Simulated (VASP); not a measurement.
# SnO (P4/nmm) in VASP: a series of runs

SnO is run at these levels: PBEsol+D3(BJ); tasks: single point.

All numbers are computed with VASP 6.6.1; they aren't measurements. Logs are shortened: lines on timing, memory, paths and dates and some standing lists are left out, and cuts for length are marked.

**1. The cell of the first run**

Symmetry: P4/nmm, No. 129, tetragonal system. The conventional cell has a = 3.980 Å, b = 3.980 Å, c = 4.095 Å, α = 90.00°, β = 90.00°, γ = 90.00°. Within 3.0 Å of Sn (site symmetry 4mm) lie 4 O at 2.24 Å. O (site symmetry -4m2) has 4 Sn at 2.24 Å and 4 O at 2.81 Å within 3.0 Å.

**2. Single point, PBEsol+D3(BJ)**

INCAR

```
  PREC = Accurate
  ENCUT = 600
  EDIFF = 1E-6
  ISMEAR = 0
  SIGMA = 0.15
  LREAL = False
  LASPH = True
  NELM = 120
  ALGO = Normal
  ISIF = 2
  LWAVE = False
  LCHARG = False
  GGA = PS
  IVDW = 12
  NBANDS = 28
  GGA_COMPAT = False
```

KPOINTS

```
regular mesh
0
Gamma
  14 14 12
```

POSCAR

```
SnO
1.0
    3.9802781447      0.0000000000      0.0000000000
    0.0000000000      3.9802781447      0.0000000000
    0.0000000000      0.0000000000      4.0947902519
Sn O
2 2
Direct
    0.0000000000      0.5000000000      0.2532585894
    0.5000000000      0.0000000000      0.7467414106
    0.0000000000      0.0000000000      0.0000000000
    0.5000000000      0.5000000000      0.0000000000
```

Potentials or basis: VASP PAW PBE potentials, release 64 (Sn_d, O).

The run is started by

```console
$ cat potpaw_PBE.64/Sn_d/POTCAR potpaw_PBE.64/O/POTCAR > POTCAR
$ mpirun -np 1 vasp_std > vasp.out
```

OUTCAR:

```text
PREC = Accurate
   ENCUT = 600
   EDIFF = 1E-6
   ISMEAR = 0
   LREAL = False
   LASPH = True
   NELM = 120
   ISIF = 2
   GGA = PS
   IVDW = 12
 IVDW          = 12

 ion  position               nearest neighbor table
   1  0.000  0.500  0.253-   3 2.24   4 2.24   3 2.24   4 2.24   2 3.46   2 3.46   2 3.46   2 3.46
                             2 3.50   2 3.50   2 3.50   2 3.50
   2  0.500  0.000  0.747-   3 2.24   4 2.24   4 2.24   3 2.24   1 3.46   1 3.46   1 3.46   1 3.46
                             1 3.50   1 3.50   1 3.50   1 3.50
   3  0.000  0.000  0.000-   1 2.24   2 2.24   1 2.24   2 2.24
   4  0.500  0.500  0.000-   1 2.24   2 2.24   2 2.24   1 2.24

  LATTYP: Found a simple tetragonal cell.
 ALAT       =     3.9802781447
 C/A-ratio  =     1.0287698756

  Lattice vectors:

 A1 = (   3.9802781447,   0.0000000000,   0.0000000000)
 A2 = (   0.0000000000,   3.9802781447,   0.0000000000)
 A3 = (   0.0000000000,   0.0000000000,   4.0947902519)

Analysis of symmetry for initial positions (statically):
=====================================================================
 Subroutine PRICEL returns:
 Original cell was already a primitive cell.

 Routine SETGRP: Setting up the symmetry group for a
 simple tetragonal supercell.

 Subroutine GETGRP returns: Found 16 space group operations
 (whereof  8 operations were pure point group operations)
 out of a pool of 16 trial point group operations.

The static configuration has the point symmetry D_2d.
 The point group associated with its full space group is D_4h.

Analysis of symmetry for dynamics (positions and initial velocities):
=====================================================================
 Subroutine PRICEL returns:
 Original cell was already a primitive cell.

 Routine SETGRP: Setting up the symmetry group for a
 simple tetragonal supercell.

 Subroutine GETGRP returns: Found 16 space group operations
 (whereof  8 operations were pure point group operations)
 out of a pool of 16 trial point group operations.

The dynamic configuration has the point symmetry D_2d.
 The point group associated with its full space group is D_4h.

 Subroutine INISYM returns: Found 16 space group operations
 (whereof  8 operations are pure point group operations),
 and found     1 'primitive' translations

----------------------------------------------------------------------------------------

                                     Primitive cell

  volume of cell :      64.8722

  direct lattice vectors                    reciprocal lattice vectors
     3.980278145  0.000000000  0.000000000     0.251238723  0.000000000  0.000000000
     0.000000000  3.980278145  0.000000000     0.000000000  0.251238723  0.000000000
     0.000000000  0.000000000  4.094790252     0.000000000  0.000000000  0.244212753

  length of vectors
     3.980278145  3.980278145  4.094790252     0.251238723  0.251238723  0.244212753

  position of ions in fractional coordinates (direct lattice)
     0.000000000  0.500000000  0.253258589
     0.500000000  0.000000000  0.746741411
     0.000000000  0.000000000  0.000000000
     0.500000000  0.500000000  0.000000000

  ion indices of the primitive-cell ions
   primitive index   ion index
                 1           1
                 2           2
                 3           3
                 4           4

----------------------------------------------------------------------------------------

 KPOINTS: regular mesh

Automatic generation of k-mesh.
 Grid dimensions read from file:
 generate k-points for:   14   14   12

 Generating k-lattice:

  Cartesian coordinates                     Fractional coordinates (reciprocal lattice)
     0.017945623  0.000000000  0.000000000     0.071428571  0.000000000  0.000000000
     0.000000000  0.017945623  0.000000000     0.000000000  0.071428571  0.000000000
     0.000000000  0.000000000  0.020351063     0.000000000  0.000000000  0.083333333

  Length of vectors
     0.017945623  0.017945623  0.020351063

  Shift w.r.t. Gamma in fractional coordinates (k-lattice)
     0.000000000  0.000000000  0.000000000

 Subroutine IBZKPT returns following result:
 ===========================================

 Found    252 irreducible k-points:

 Following reciprocal coordinates:
            Coordinates               Weight
  0.000000  0.000000  0.000000      1.000000
  0.071429  0.000000  0.000000      4.000000
  0.142857  0.000000  0.000000      4.000000
  0.214286  0.000000  0.000000      4.000000
  0.285714  0.000000  0.000000      4.000000
  0.357143  0.000000  0.000000      4.000000
[... 16 lines left out ...]
  0.285714  0.214286  0.000000      8.000000
  0.357143  0.214286  0.000000      8.000000
 [... further k-points ...]
   k-points           NKPTS =    252   k-points in BZ     NKDIM =    252   number of bands    NBANDS=     28
   number of dos      NEDOS =    301   number of ions     NIONS =      4
   total plane-waves  NPLWV =  36864
   dimension x,y,z NGX =    32 NGY =   32 NGZ =   36
   dimension x,y,z NGXF=    64 NGYF=   64 NGZF=   72
   ions per type =               2   2
   NGX,Y,Z   is equivalent  to a cutoff of  13.37, 13.37, 14.62 a.u.
   NGXF,Y,Z  is equivalent  to a cutoff of  26.73, 26.73, 29.23 a.u.
 SYSTEM =  unknown system
   PREC   = accura    normal or accurate (medium, high low for compatibility)
   ISTART =      0    job   : 0-new  1-cont  2-samecut
   ICHARG =      2    charge: 1-file 2-atom 10-const
   ISPIN  =      1    spin polarized calculation?
   LNONCOLLINEAR =      F non collinear calculations
   LSORBIT =      F    spin-orbit coupling
   LASPH  =      T    aspherical Exc in radial PAW
   ENCUT  =  600.0 eV  44.10 Ry    6.64 a.u.   7.95  7.95  8.18*2*pi/ulx,y,z
   NELM   =    120;   NELMIN=  2; NELMDL= -5     # of ELM steps
   EDIFF  = 0.1E-05   stopping-criterion for ELM
   LREAL  =      F    real-space projection
   EDIFFG = 0.1E-04   stopping-criterion for IOM
   NSW    =      0    number of steps for IOM
   IBRION =     -1    ionic relax: 0-MD 1-quasi-New 2-CG
   NFREE  =      0    steps in history (QN), initial steepest desc. (CG)
   ISIF   =      2    stress and relaxation
   ISYM   =      2    0-nonsym 1-usesym 2-fastsym
   POTIM  = 0.5000    time-step for ionic-motion
   TEBEG  =    0.0;   TEEND  =   0.0 temperature during run
   PSTRESS=    0.0 pullay stress
   NELECT =      40.0000    total number of electrons
   NUPDOWN=      -1.0000    fix difference up-down
   EMIN   =  10.00;   EMAX   =-10.00  energy-range for DOS
   EFERMI =   0.00;   METHOD = LEGACY
   ISMEAR =     0;   SIGMA  =   0.15  broadening in eV -4-tet -1-fermi 0-gaus
   EFERMI_NEDOS =   21; number of points for ismear=-14 and -15
   IALGO  =     38    algorithm
   IMIX   =      4    mixing-type and parameters
     AMIX     =   0.40;   BMIX     =  1.00
     AMIX_MAG =   1.60;   BMIX_MAG =  1.00
  volume/ion in A,a.u.               =      16.22       109.44
  Fermi-wavevector in a.u.,A,eV,Ry     =   1.393398  2.633141 26.416518  1.941559
  Thomas-Fermi vector in A             =   2.517048
   LORBIT       =      0    0 simple, 1 ext, 2 COOP (PROOUT), +10 PAW based schemes
   GGA     = PS    functional components
   LHFCALC =     F    Hartree Fock is set to
   AEXX    =    0.0000 exact exchange contribution
   IVDW    =    12    specifies the selected vdW correction
   LEPSILON=     F    determine dielectric tensor
   LRPA    =     F    only Hartree local field effects (RPA)
 non-spin polarized calculation
 Gauss-broadening in eV      SIGMA  =   0.15
  energy-cutoff  :      600.00
  volume of cell :       64.87
 maximum number of plane-waves:      2208
 NGX is ok and might be reduce to    32

 number of electron      39.9999992 magnetization

 Free energy of the ion-electron system (eV)
  ---------------------------------------------------
  ext. energy  EPLUGINS =         0.00000000
  ---------------------------------------------------
  free energy    TOTEN  =       -23.95326457 eV

  energy without entropy =      -23.95317596  energy(sigma->0) =      -23.95322026

 E-fermi :   7.4897     XC(G=0): -10.9773

 val. band max:        7.2329553829   @ k =   0.2143   0.2143   0.0000
 cond. band min:       7.6295516222   @ k =   0.5000   0.5000   0.0000
 fundamental gap:      0.3965962393
 Fermi energy:         7.4896549904

 k-point     1 :       0.0000    0.0000    0.0000
  band No.  band energies     occupation
      1     -14.1067      2.00000
      2     -13.6722      2.00000
      3     -13.6722      2.00000
      4     -13.6427      2.00000
      5     -13.6217      2.00000
      6     -13.5918      2.00000
[... 20 lines left out ...]
     27      14.8217      0.00000
     28      15.2097      0.00000

 k-point     2 :       0.0714    0.0000    0.0000
  band No.  band energies     occupation
      1     -14.1017      2.00000
      2     -13.6704      2.00000
      3     -13.6703      2.00000
      4     -13.6407      2.00000
      5     -13.6209      2.00000
      6     -13.6016      2.00000
[... 20 lines left out ...]
     27      15.0766      0.00000
     28      15.2527      0.00000

 k-point     3 :       0.1429    0.0000    0.0000
  band No.  band energies     occupation
      1     -14.0873      2.00000
      2     -13.6650      2.00000
      3     -13.6648      2.00000
      4     -13.6346      2.00000
      5     -13.6332      2.00000
      6     -13.6184      2.00000
[... 20 lines left out ...]
     27      15.1504      0.00000
     28      15.9340      0.00000

 k-point     4 :       0.2143    0.0000    0.0000
  band No.  band energies     occupation
      1     -14.0644      2.00000
      2     -13.6818      2.00000
      3     -13.6562      2.00000
      4     -13.6559      2.00000
      5     -13.6248      2.00000
      6     -13.6143      2.00000
[... 578 lines left out ...]
     27      15.9942      0.00000
     28      16.1186      0.00000

 k-point    23 :       0.2857    0.2143    0.0000
  band No.  band energies     occupation
      1     -14.0143      2.00000
      2     -13.8027      2.00000
      3     -13.6592      2.00000
      4     -13.6091      2.00000
      5     -13.6083      2.00000
      6     -13.5856      2.00000
[... 20 lines left out ...]
     27      15.8994      0.00000
     28      16.3674      0.00000

 k-point    24 :       0.3571    0.2143    0.0000
  band No.  band energies     occupation
      1     -13.9901      2.00000
      2     -13.8483      2.00000
      3     -13.6460      2.00000
      4     -13.6051      2.00000
      5     -13.6016      2.00000
      6     -13.5892      2.00000
[... 20 lines left out ...]
     27      16.0731      0.00000
     28      16.4529      0.00000

 [... further k-points ...]

------------------------ aborting loop because EDIFF is reached ----------------------------------------

 Edisp (eV)   -0.93235

 E8    (eV) :    -0.6166

  FORCE on cell =-STRESS in cart. coord.  units (eV):
  Direction    XX          YY          ZZ          XY          YZ          ZX
  --------------------------------------------------------------------------------------
  -------------------------------------------------------------------------------------
  Total      -2.14469    -2.14469     1.79096     0.00000     0.00000     0.00000
  in kB     -52.96848   -52.96848    44.23215     0.00000     0.00000     0.00000
  external pressure =      -20.57 kB  Pullay stress =        0.00 kB

 VOLUME and BASIS-vectors are now :
 -----------------------------------------------------------------------------
  energy-cutoff  :      600.00
  volume of cell :       64.87
      direct lattice vectors                 reciprocal lattice vectors
     3.980278145  0.000000000  0.000000000     0.251238723  0.000000000  0.000000000
     0.000000000  3.980278145  0.000000000     0.000000000  0.251238723  0.000000000
     0.000000000  0.000000000  4.094790252     0.000000000  0.000000000  0.244212753

 POSITION                                       TOTAL-FORCE (eV/Angst)
 -----------------------------------------------------------------------------------
      0.00000      1.99014      1.03704        -0.000000     -0.000000      0.360952
      1.99014      0.00000      3.05775         0.000000     -0.000000     -0.360952
      0.00000      0.00000      0.00000        -0.000000      0.000000      0.000000
      1.99014      1.99014      0.00000        -0.000000     -0.000000      0.000000
 -----------------------------------------------------------------------------------
    total drift:                                0.000000     -0.000000     -0.000000

  FREE ENERGIE OF THE ION-ELECTRON SYSTEM (eV)
  ---------------------------------------------------
  free  energy   TOTEN  =       -24.8856104673 eV

  energy  without entropy=      -24.8855218561  energy(sigma->0) =      -24.88556616
```

It took 2.8 min on 1 thread of Intel Xeon Platinum 8559C (Emerald Rapids), shared host; peak memory 0.54 GiB.

What came out:

| Property | Result |
| --- | --- |
| Free energy | -24.8856 eV |
| Pressure | -2.1 GPa |
| Largest force | 0.361 eV/Å |
| Band gap on the k mesh | 0.40 eV (least direct gap 1.18 eV) |
| Dispersion energy per atom | -0.233 eV |

Forces on the atoms (eV/Å):
```
Sn   0.000  0.000  0.361
Sn   0.000  0.000 -0.361
O    0.000  0.000  0.000
O    0.000  0.000  0.000
```

Stress tensor (GPa, compression positive):
```
-5.30  0.00  0.00
 0.00 -5.30  0.00
 0.00  0.00  4.42
```

Levels at points of the mesh, in eV from the valence-band top:
```
           k point  band 18  band 19  band 20  band 21  band 22  band 23
(0.00, 0.00, 0.00)    -2.98    -2.70    -0.46     2.74     4.84     4.84
(0.50, 0.00, 0.00)    -3.92    -1.73    -1.73     4.19     4.19     6.07
(0.50, 0.50, 0.00)    -2.25    -0.78    -0.78     0.40     0.40     6.13
(0.00, 0.00, 0.50)    -2.97    -1.98    -0.51     1.22     2.75     2.75
(0.50, 0.00, 0.50)    -4.40    -0.78    -0.78     3.45     3.45     5.19
(0.50, 0.50, 0.50)    -2.53    -2.25    -2.25     3.49     3.49     5.61
```

Caveat: the PAW data sets were made with another functional, which shifts forces and pressure a little; spin-orbit coupling is left out, which moves the levels of the heavy elements. A k mesh can miss the band edges.

**3. Single point, PBEsol+D3(BJ)**

This run uses another cell than the first one, of the same volume but with other edges.

INCAR

```
SYSTEM = SnO
  ALGO = Normal
  EDIFF = 1E-6
  ENCUT = 600
  GGA = PS
  GGA_COMPAT = .FALSE.
  ISIF = 2
  ISMEAR = 0
  IVDW = 12
  LASPH = .TRUE.
  LCHARG = .FALSE.
  LREAL = .FALSE.
  LWAVE = .FALSE.
  NBANDS = 28
  NELM = 120
  PREC = Accurate
  SIGMA = 0.15
```

KPOINTS

```
k-points
0
G
  14 14 12
  0 0 0
```

POSCAR

```
SnO
1.0
    3.8220466732      0.0000000000      0.0000000000
    0.0000000000      3.8220466732      0.0000000000
    0.0000000000      0.0000000000      4.4408543781
Sn O
2 2
Direct
    0.0000000000      0.5000000000      0.2532585894
    0.5000000000      0.0000000000      0.7467414106
    0.0000000000      0.0000000000      0.0000000000
    0.5000000000      0.5000000000      0.0000000000
```

Potentials or basis: VASP PAW PBE potentials, release 64 (Sn_d, O).

The run is started by

```console
$ cat potpaw_PBE.64/Sn_d/POTCAR potpaw_PBE.64/O/POTCAR > POTCAR
$ mpirun -np 1 vasp_std > vasp.out
```

Run time: 2.8 min. Hardware: 1 thread of Intel Xeon 6975P-C (Granite Rapids), shared host; peak memory 0.54 GiB.

The run converged. Its results:

- Free energy: -25.1076 eV
- Pressure: -0.3 GPa
- Largest force: 0.211 eV/Å
- Band gap on the k mesh: zero (bands 20 and 21 overlap by 0.21 eV)
- Dispersion energy per atom: -0.233 eV

Forces on the atoms (eV/Å):
```
Sn   0.000  0.000  0.211
Sn   0.000  0.000 -0.211
O    0.000  0.000  0.000
O    0.000  0.000  0.000
```

Stress tensor (GPa, compression positive):
```
-1.34  0.00  0.00
 0.00 -1.34  0.00
 0.00  0.00  1.77
```

Levels at points of the mesh, in eV from the Fermi level:
```
           k point  band 18  band 19  band 20  band 21  band 22  band 23
(0.00, 0.00, 0.00)    -3.31    -3.31    -0.14     2.37     4.38     4.38
(0.50, 0.00, 0.00)    -4.97    -2.77    -2.77     3.67     3.67     5.78
(0.50, 0.50, 0.00)    -2.62    -1.75    -1.75    -0.29    -0.29     4.80
(0.00, 0.00, 0.50)    -3.32    -2.47    -1.89     1.45     2.44     2.44
(0.50, 0.00, 0.50)    -4.93    -1.62    -1.62     3.05     3.05     5.06
(0.50, 0.50, 0.50)    -3.01    -2.62    -2.62     2.40     2.40     4.84
```

Caveat: semilocal functionals underestimate gaps, so a narrow gap can read as zero; the PAW data sets were made with another functional, which shifts forces and pressure a little; spin-orbit coupling is left out, which moves the levels of the heavy elements.

(Continued in part 2 of 2.)
